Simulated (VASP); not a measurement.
PtSe, 2 atoms in the cell. Symmetry: F-43m, No. 216, cubic system. Conventional cell: a = 6.075 Å, b = 6.075 Å, c = 6.075 Å, α = 90.00°, β = 90.00°, γ = 90.00°. Within 3.5 Å of Pt (site symmetry -43m) lie 4 Se at 2.63 Å. Se (site symmetry -43m) has 4 Pt at 2.63 Å within 3.5 Å. 

| Quantity | Value |
| --- | --- |
| Program | VASP 6.6.1 |
| Task | elastic constants |
| Functional | PBE |
| Potentials or basis | VASP PAW PBE potentials, release 64 (Pt, Se) |
| Cutoff | 600 eV |
| k mesh | 6 × 6 × 6 |
| Occupations | fermi-dirac, width 0.05 eV |
| Spin | no spin polarisation |
| Dipole correction | no |
| Ions in elastic constants | relaxed |
| Further INCAR settings | ALGO = Normal; EDIFF = 1e-08; IBRION = 6; POTIM = 0.015; NSW = 1; ISIF = 3 |

Potentials or basis: VASP PAW PBE potentials, release 64 (Pt, Se).

Command:

```console
$ cat potpaw_PBE.64/Pt/POTCAR potpaw_PBE.64/Se/POTCAR > POTCAR
$ mpirun -np 1 vasp_std > vasp.out
```

Hardware: 1 thread of Intel(R) Xeon(R) Platinum 8488C (Sapphire Rapids) (shared host).

Estimate the wall time of this run.

Run time: 11 min on 1 thread of Intel(R) Xeon(R) Platinum 8488C (Sapphire Rapids), on a shared host, peak memory 0.28 GiB. Counts: scf iterations 190, k points 16.
